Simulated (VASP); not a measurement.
**B: single point with PBEsol**

B:

```
B
1.0
     1.66471    0.00000    0.00000
    -0.83236    1.44169    0.00000
     0.00000    0.00000    3.00260
B
2
Cartesian
  0.0000 0.9611 0.7507
  0.8324 0.4806 2.2520
```

```json
{
  "Program": "VASP 6.6.1",
  "Task": "single point",
  "Functional": "PBEsol",
  "Potentials or basis": "VASP PAW PBE potentials, release 64 (B)",
  "Cutoff": "500 eV",
  "k mesh": "24 × 24 × 13",
  "Occupations": "fermi-dirac, width 0.08 eV",
  "Spin": "no spin polarisation",
  "Dipole correction": "no",
  "Further INCAR settings": "ALGO = Normal; EDIFF = 1e-06; NBANDS = 10"
}
```

```yaml
Pressure: 321.8 GPa
Band_gap_on_the_k_mesh: zero (band 3 reaches 22.63 eV, above the bottom of band 4 at 11.89 eV)
```

Stress tensor (GPa, compression positive):
```
322.03   0.00   0.00
  0.00 322.03   0.00
  0.00   0.00 321.24
```

Levels at points of the mesh, in eV from the Fermi level:
```
           k point  band 1  band 2  band 3  band 4  band 5  band 6  band 7
(0.00, 0.00, 0.00)  -25.60  -16.29   -8.47   20.09   23.05   23.05   26.40
(0.50, 0.00, 0.00)  -14.70  -11.44   -1.20    2.08    3.50    8.78   11.71
```

It took 12 s on 1 thread of Intel Xeon 6975P-C (shared host), peak memory 0.13 GiB.

Caveat: the PAW data sets were made with another functional, which shifts forces and pressure a little.
